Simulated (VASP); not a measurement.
# Al (P6_3/mmc) in VASP: a series of runs

The runs below take Al through single point, with PBEsol.

All numbers are computed with VASP 6.6.1; they aren't measurements. Logs are shortened: lines on timing, memory, paths and dates and some standing lists are left out, and cuts for length are marked.

## Step 1: The cell of the first run

The structure is hexagonal, space group P6_3/mmc (No. 194). Conventional cell: a = 2.892 Å, b = 2.892 Å, c = 4.604 Å, α = 90.00°, β = 90.00°, γ = 120.00°. Within 3.7 Å of Al (site symmetry -6m2) lie 12 Al at 2.84 to 2.89 Å.

## Step 2: Single point, PBEsol

The input, INCAR:

```
SYSTEM = Al
  PREC = Accurate
  ENCUT = 520
  EDIFF = 1E-7
  ISMEAR = 0
  SIGMA = 0.15
  LREAL = .FALSE.
  LASPH = .TRUE.
  NELM = 80
  ALGO = Fast
  ISIF = 2
  LWAVE = .FALSE.
  LCHARG = .FALSE.
  GGA = PS
  NBANDS = 10
```

The input, KPOINTS:

```
regular mesh
0
G
  24 24 12
  0 0 0
```

The input, POSCAR:

```
Al
1.0
    2.8917208132      0.0000000000      0.0000000000
   -1.4458604066      2.5043036849      0.0000000000
    0.0000000000      0.0000000000      4.6036946748
Al
2
Direct
    0.6666666667      0.3333333333      0.7500000000
    0.3333333333      0.6666666667      0.2500000000
```

Potentials or basis: VASP PAW PBE potentials, release 64 (Al).

Run with:

```
cat potpaw_PBE.64/Al/POTCAR > POTCAR
mpirun -np 1 vasp_std > vasp.out
```

OUTCAR:

```text
SYSTEM = Al
   PREC = Accurate
   ENCUT = 520
   EDIFF = 1E-7
   ISMEAR = 0
   LREAL = .FALSE.
   LASPH = .TRUE.
   NELM = 80
   ISIF = 2
   GGA = PS

 ion  position               nearest neighbor table
   1  0.667  0.333  0.750-   2 2.84   2 2.84   2 2.84   2 2.84   2 2.84   2 2.84
   2  0.333  0.667  0.250-   1 2.84   1 2.84   1 2.84   1 2.84   1 2.84   1 2.84

  LATTYP: Found a hexagonal cell.
 ALAT       =     2.8917208132
 C/A-ratio  =     1.5920259846

  Lattice vectors:

 A1 = (   2.8917208132,   0.0000000000,   0.0000000000)
 A2 = (  -1.4458604066,   2.5043036849,   0.0000000000)
 A3 = (   0.0000000000,   0.0000000000,   4.6036946748)

Analysis of symmetry for initial positions (statically):
=====================================================================
 Subroutine PRICEL returns:
 Original cell was already a primitive cell.

 Routine SETGRP: Setting up the symmetry group for a
 hexagonal supercell.

 Subroutine GETGRP returns: Found 24 space group operations
 (whereof 12 operations were pure point group operations)
 out of a pool of 24 trial point group operations.

The static configuration has the point symmetry D_3d.
 The point group associated with its full space group is D_6h.

Analysis of symmetry for dynamics (positions and initial velocities):
=====================================================================
 Subroutine PRICEL returns:
 Original cell was already a primitive cell.

 Routine SETGRP: Setting up the symmetry group for a
 hexagonal supercell.

 Subroutine GETGRP returns: Found 24 space group operations
 (whereof 12 operations were pure point group operations)
 out of a pool of 24 trial point group operations.

The dynamic configuration has the point symmetry D_3d.
 The point group associated with its full space group is D_6h.

 Subroutine INISYM returns: Found 24 space group operations
 (whereof 12 operations are pure point group operations),
 and found     1 'primitive' translations

----------------------------------------------------------------------------------------

                                     Primitive cell

  volume of cell :      33.3388

  direct lattice vectors                    reciprocal lattice vectors
     2.891720813  0.000000000  0.000000000     0.345814850  0.199656297  0.000000000
    -1.445860407  2.504303685  0.000000000     0.000000000  0.399312594  0.000000000
     0.000000000  0.000000000  4.603694675     0.000000000  0.000000000  0.217216838

  length of vectors
     2.891720813  2.891720813  4.603694675     0.399312594  0.399312594  0.217216838

  position of ions in fractional coordinates (direct lattice)
     0.666666667  0.333333333  0.750000000
     0.333333333  0.666666667  0.250000000

  ion indices of the primitive-cell ions
   primitive index   ion index
                 1           1
                 2           2

----------------------------------------------------------------------------------------

 KPOINTS: regular mesh

Automatic generation of k-mesh.
 Grid dimensions read from file:
 generate k-points for:   24   24   12

 Generating k-lattice:

  Cartesian coordinates                     Fractional coordinates (reciprocal lattice)
     0.014408952  0.008319012  0.000000000     0.041666667  0.000000000  0.000000000
     0.000000000  0.016638025  0.000000000     0.000000000  0.041666667  0.000000000
     0.000000000  0.000000000  0.018101403     0.000000000  0.000000000  0.083333333

  Length of vectors
     0.016638025  0.016638025  0.018101403

  Shift w.r.t. Gamma in fractional coordinates (k-lattice)
     0.000000000  0.000000000  0.000000000

 Subroutine IBZKPT returns following result:
 ===========================================

 Found    427 irreducible k-points:

 Following reciprocal coordinates:
            Coordinates               Weight
  0.000000  0.000000  0.000000      1.000000
  0.041667  0.000000  0.000000      6.000000
  0.083333  0.000000  0.000000      6.000000
  0.125000  0.000000  0.000000      6.000000
  0.166667  0.000000  0.000000      6.000000
  0.208333 -0.000000  0.000000      6.000000
[... 16 lines left out ...]
  0.416667  0.041667  0.000000     12.000000
  0.458333  0.041667  0.000000     12.000000
 [... further k-points ...]
   k-points           NKPTS =    427   k-points in BZ     NKDIM =    427   number of bands    NBANDS=     10
   number of dos      NEDOS =    301   number of ions     NIONS =      2
   total plane-waves  NPLWV =  20736
   dimension x,y,z NGX =    24 NGY =   24 NGZ =   36
   dimension x,y,z NGXF=    48 NGYF=   48 NGZF=   72
   ions per type =               2
   NGX,Y,Z   is equivalent  to a cutoff of  13.80, 13.80, 13.00 a.u.
   NGXF,Y,Z  is equivalent  to a cutoff of  27.60, 27.60, 26.00 a.u.
 SYSTEM =  Al
   PREC   = accura    normal or accurate (medium, high low for compatibility)
   ISTART =      0    job   : 0-new  1-cont  2-samecut
   ICHARG =      2    charge: 1-file 2-atom 10-const
   ISPIN  =      1    spin polarized calculation?
   LNONCOLLINEAR =      F non collinear calculations
   LSORBIT =      F    spin-orbit coupling
   LASPH  =      T    aspherical Exc in radial PAW
   ENCUT  =  520.0 eV  38.22 Ry    6.18 a.u.   5.38  5.38  8.56*2*pi/ulx,y,z
   NELM   =     80;   NELMIN=  2; NELMDL= -5     # of ELM steps
   EDIFF  = 0.1E-06   stopping-criterion for ELM
   LREAL  =      F    real-space projection
   EDIFFG = 0.1E-05   stopping-criterion for IOM
   NSW    =      0    number of steps for IOM
   IBRION =     -1    ionic relax: 0-MD 1-quasi-New 2-CG
   NFREE  =      0    steps in history (QN), initial steepest desc. (CG)
   ISIF   =      2    stress and relaxation
   ISYM   =      2    0-nonsym 1-usesym 2-fastsym
   POTIM  = 0.5000    time-step for ionic-motion
   TEBEG  =    0.0;   TEEND  =   0.0 temperature during run
   PSTRESS=    0.0 pullay stress
   NELECT =       6.0000    total number of electrons
   NUPDOWN=      -1.0000    fix difference up-down
   EMIN   =  10.00;   EMAX   =-10.00  energy-range for DOS
   EFERMI =   0.00;   METHOD = LEGACY
   ISMEAR =     0;   SIGMA  =   0.15  broadening in eV -4-tet -1-fermi 0-gaus
   EFERMI_NEDOS =   21; number of points for ismear=-14 and -15
   IALGO  =     68    algorithm
   IMIX   =      4    mixing-type and parameters
     AMIX     =   0.40;   BMIX     =  1.00
     AMIX_MAG =   1.60;   BMIX_MAG =  1.00
  volume/ion in A,a.u.               =      16.67       112.49
  Fermi-wavevector in a.u.,A,eV,Ry     =   0.924291  1.746656 11.623640  0.854313
  Thomas-Fermi vector in A             =   2.050021
   LORBIT       =      0    0 simple, 1 ext, 2 COOP (PROOUT), +10 PAW based schemes
   GGA     = PS    functional components
   LHFCALC =     F    Hartree Fock is set to
   AEXX    =    0.0000 exact exchange contribution
   IVDW    =     0    specifies the selected vdW correction
   LEPSILON=     F    determine dielectric tensor
   LRPA    =     F    only Hartree local field effects (RPA)
 non-spin polarized calculation
 RMM-DIIS sequential band-by-band and
 Gauss-broadening in eV      SIGMA  =   0.15
  energy-cutoff  :      520.00
  volume of cell :       33.34
 maximum number of plane-waves:       929
 NGX is ok and might be reduce to    24

 number of electron       6.0000000 magnetization

 Free energy of the ion-electron system (eV)
  ---------------------------------------------------
  ext. energy  EPLUGINS =         0.00000000
  ---------------------------------------------------
  free energy    TOTEN  =        -8.11309867 eV

  energy without entropy =       -8.10275203  energy(sigma->0) =       -8.10792535

 E-fermi :   7.8266     XC(G=0): -10.2205

 val. band max:        7.8208939327   @ k =   0.3750   0.1250   0.0000
 cond. band min:       7.8277796208   @ k =   0.2500   0.2500   0.4167
 fundamental gap:      0.0068856881
 Fermi energy:         7.8265648217

 k-point     1 :       0.0000    0.0000    0.0000
  band No.  band energies     occupation
      1      -3.2185      2.00000
      2       3.4317      2.00000
      3       3.7901      2.00000
      4      17.8987      0.00000
      5      17.8987      0.00000
      6      18.4265      0.00000
      7      18.4265      0.00000
      8      20.1153      0.00000
      9      21.3789      0.00000
     10      22.7263      0.00000

 k-point     2 :       0.0417    0.0000    0.0000
  band No.  band energies     occupation
      1      -3.1776      2.00000
      2       3.4696      2.00000
      3       3.8301      2.00000
      4      16.9331      0.00000
      5      17.3078      0.00000
      6      18.4491      0.00000
      7      19.0890      0.00000
      8      20.5732      0.00000
      9      21.7778      0.00000
     10      22.3762      0.00000

 k-point     3 :       0.0833    0.0000    0.0000
  band No.  band energies     occupation
      1      -3.0548      2.00000
      2       3.5833      2.00000
      3       3.9499      2.00000
      4      15.4712      0.00000
      5      16.5844      0.00000
      6      17.9922      0.00000
      7      20.0267      0.00000
      8      21.0231      0.00000
      9      21.2808      0.00000
     10      21.7264      0.00000

 k-point     4 :       0.1250    0.0000    0.0000
  band No.  band energies     occupation
      1      -2.8505      2.00000
      2       3.7727      2.00000
      3       4.1488      2.00000
      4      13.9578      0.00000
      5      15.9198      0.00000
      6      17.3805      0.00000
      7      19.9178      0.00000
      8      20.1160      0.00000
      9      21.0427      0.00000
     10      21.6710      0.00000
[... 222 lines left out ...]
 k-point    22 :       0.3750    0.0417    0.0000
  band No.  band energies     occupation
      1       0.4578      2.00000
      2       5.1065      2.00000
      3       6.8640      2.00000
      4       7.5325      1.99443
      5      11.5221      0.00000
      6      11.7323      0.00000
      7      12.8311      0.00000
      8      15.8158      0.00000
      9      18.6858      0.00000
     10      18.8096      0.00000

 k-point    23 :       0.4167    0.0417    0.0000
  band No.  band energies     occupation
      1       1.2507      2.00000
      2       4.0696      2.00000
      3       7.5965      1.96996
      4       8.2285      0.00015
      5      10.4895      0.00000
      6      10.8538      0.00000
      7      12.5721      0.00000
      8      15.6514      0.00000
      9      18.5298      0.00000
     10      18.6830      0.00000

 k-point    24 :       0.4583    0.0417    0.0000
  band No.  band energies     occupation
      1       2.1084      2.00000
      2       3.0792      2.00000
      3       8.3167      0.00000
      4       8.9848      0.00000
      5       9.6190      0.00000
      6       9.9928      0.00000
      7      12.4656      0.00000
      8      15.5697      0.00000
      9      18.4517      0.00000
     10      18.6195      0.00000

 [... further k-points ...]

------------------------ aborting loop because EDIFF is reached ----------------------------------------

  FORCE on cell =-STRESS in cart. coord.  units (eV):
  Direction    XX          YY          ZZ          XY          YZ          ZX
  --------------------------------------------------------------------------------------
  -------------------------------------------------------------------------------------
  Total       -0.5064170     -0.5064170      0.0790574      0.0000000      0.0000000      0.0000000
  in kB      -24.3371073    -24.3371073      3.7992960      0.0000000      0.0000000      0.0000000
  external PRESSURE =     -14.9583062 kB  Pullay stress =       0.0000000 kB

 VOLUME and BASIS-vectors are now :
 -----------------------------------------------------------------------------
  energy-cutoff  :      520.00
  volume of cell :       33.34
      direct lattice vectors                 reciprocal lattice vectors
     2.891720813  0.000000000  0.000000000     0.345814850  0.199656297  0.000000000
    -1.445860407  2.504303685  0.000000000     0.000000000  0.399312594  0.000000000
     0.000000000  0.000000000  4.603694675     0.000000000  0.000000000  0.217216838

 POSITION                                       TOTAL-FORCE (eV/Angst)
 -----------------------------------------------------------------------------------
      1.44586      0.83477      3.45277        -0.000000      0.000000      0.000000
     -0.00000      1.66954      1.15092         0.000000      0.000000      0.000000
 -----------------------------------------------------------------------------------
    total drift:                                0.000000     -0.000000     -0.000000

  FREE ENERGIE OF THE ION-ELECTRON SYSTEM (eV)
  ---------------------------------------------------
  free  energy   TOTEN  =        -8.1130986650 eV

  energy  without entropy=       -8.1027520273  energy(sigma->0) =       -8.10792535
```

It took 96 s on 1 thread of Intel Xeon Platinum 8259CL at 2.50GHz (Skylake/Cascade Lake), shared host; peak memory 0.24 GiB.

What came out:

```
Free energy            : -8.1131 eV
Pressure               : -1.5 GPa
Band gap on the k mesh : zero (band 3 reaches 12.39 eV, above the bottom of band 4 at 4.59 eV)
```

Stress tensor (GPa, compression positive):
```
-2.43  0.00  0.00
 0.00 -2.43  0.00
 0.00  0.00  0.38
```

Caveat: the PAW data sets were made with another functional, which shifts forces and pressure a little.

## Step 3: Single point, PBEsol

This run uses another cell than the first one, of the same volume but with other edges.

The input, INCAR:

```
SYSTEM = Al
PREC = Accurate
ENCUT = 520
EDIFF = 1E-7
ISMEAR = 0
SIGMA = 0.15
LREAL = .False.
LASPH = .True.
NELM = 100
ALGO = Normal
ISIF = 2
LWAVE = .False.
LCHARG = .False.
GGA = PS
NBANDS = 10
```

The input, KPOINTS:

```
regular mesh
0
Gamma
  24 24 12
  0 0 0
```

The input, POSCAR:

```
Al
1.0
    2.7670852347      0.0000000000      0.0000000000
   -1.3835426173      2.3963661077      0.0000000000
    0.0000000000      0.0000000000      5.0277556248
Al
2
Direct
    0.6666666667      0.3333333333      0.7500000000
    0.3333333333      0.6666666667      0.2500000000
```

Potentials or basis: VASP PAW PBE potentials, release 64 (Al).

Run with:

```
cat potpaw_PBE.64/Al/POTCAR > POTCAR
mpirun -np 1 vasp_std > vasp.out
```

Run time: 77 s. Hardware: 1 thread of Intel Xeon Platinum 8259CL at 2.50GHz (Skylake/Cascade Lake), shared host; peak memory 0.24 GiB.

It converged, with:

```yaml
Free_energy: -8.0802 eV
Pressure: -0.5 GPa
Band_gap_on_the_k_mesh: zero (band 3 reaches 11.06 eV, above the bottom of band 4 at 4.88 eV)
```

Stress tensor (GPa, compression positive):
```
 1.60  0.00  0.00
 0.00  1.60  0.00
 0.00  0.00 -4.82
```

Levels at points of the mesh, in eV from the Fermi level:
| k point | band 1 | band 2 | band 3 | band 4 | band 5 | band 6 | band 7 | band 8 |
| --- | --- | --- | --- | --- | --- | --- | --- | --- |
| (0.00, 0.00, 0.00) | -11.04 | -5.60 | -5.01 | 10.21 | 10.90 | 12.25 | 12.25 | 12.28 |
| (0.50, 0.00, 0.00) | -4.77 | -4.76 | 0.24 | 0.68 | 1.04 | 1.44 | 6.87 | 8.27 |
| (0.00, 0.00, 0.50) | -9.59 | -9.59 | 1.59 | 1.59 | 13.04 | 13.04 | 13.04 | 13.04 |
| (0.50, 0.00, 0.50) | -3.72 | -3.72 | -2.94 | -2.94 | 7.19 | 7.19 | 7.26 | 7.26 |

Caveat: the PAW data sets were made with another functional, which shifts forces and pressure a little.

(Part 1 of 2 ends here.)
